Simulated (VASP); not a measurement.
Crystal: Cs3SI.

```
Cs S I
1.0
     6.61439    0.00000    0.00000
     0.00000    6.61439    0.00000
     0.00000    0.00000    6.61439
Cs S I
3 1 1
Cartesian
  0.0000 3.3072 3.3072
  3.3072 0.0000 3.3072
  3.3072 3.3072 0.0000
  3.3072 3.3072 3.3072
  0.0000 0.0000 0.0000
```

* Program: VASP 6.6.1
* Task: relaxation of cell and atoms
* Functional: PBE
* Potentials or basis: VASP PAW PBE potentials, release 64 (Cs_sv, S, I)
* Cutoff: 600 eV
* k mesh: 4 × 4 × 4
* Occupations: gaussian, width 0.02 eV
* Spin: no spin polarisation

At the start: pressure 0.4 GPa; volume 57.88 Å³/atom.

Problem. How do energy, volume and symmetry change on relaxing?

Solution. Over 3 steps the energy falls by 2.5 meV/atom and the volume is 60.17 Å³/atom (+4.0 %); space group Pm-3m (No. 221, to 0.05 Å).

The path:
| step | energy change (eV) | largest force (eV/Å) | pressure (GPa) | volume (Å³) |
| --- | --- | --- | --- | --- |
| 1 | 0.0000 | 0.0000 | 0.37 | 289.38 |
| 2 | -0.0095 | 0.0000 | 0.17 | 295.01 |
| 3 | -0.0124 | 0.0000 | -0.01 | 300.87 |

Final structure:
```
Cs S I
1.0
     6.70082    0.00000    0.00000
     0.00000    6.70082    0.00000
     0.00000    0.00000    6.70082
Cs S I
3 1 1
Direct
  0.00000 0.50000 0.50000
  0.50000 0.00000 0.50000
  0.50000 0.50000 0.00000
  0.50000 0.50000 0.50000
  0.00000 0.00000 0.00000
```
